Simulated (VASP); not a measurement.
The system is Pd.

```
Pd
1.0
     2.50586    0.00000    0.00000
     0.00000    2.50586    0.00000
     0.00000    0.00000    2.50586
Pd
1
Cartesian
  0.0000 0.0000 0.0000
```

This isn't the form of Pd at room conditions, which is fcc.

* Program: VASP 6.6.1
* Task: relaxation of cell and atoms
* Functional: PBEsol
* Potentials or basis: VASP PAW PBE potentials, release 64 (Pd_sv_GW)
* Cutoff: 630 eV
* k mesh: 6 × 6 × 6
* Occupations: gaussian, width 0.1 eV
* Spin: no spin polarisation

At the start: pressure 13.4 GPa; volume 15.74 Å³/atom.

Where does the relaxation end?

Over 3 steps the energy falls by 44.9 meV/atom and the volume is 16.92 Å³/atom (+7.5 %); space group Pm-3m (No. 221, to 0.1 Å) before and after.

The path:
```tsv
step	energy change (eV)	largest force (eV/Å)	pressure (GPa)	volume (Å³)
1	0.0000	0.0000	13.42	15.74
2	0.0551	0.0000	-13.90	18.93
3	-0.0449	0.0000	-0.36	16.92
```

Final structure:
```
CELL_PARAMETERS angstrom
2.56713 0.00000 0.00000
0.00000 2.56713 0.00000
0.00000 0.00000 2.56713
ATOMIC_POSITIONS crystal
Pd 0.00000 0.00000 0.00000
```

Caveat: the k points lie up to 0.41 Å⁻¹ apart in the final cell, too coarse for converged energies and pressures of a metal; the PAW data sets were made with another functional, which shifts forces and pressure a little.
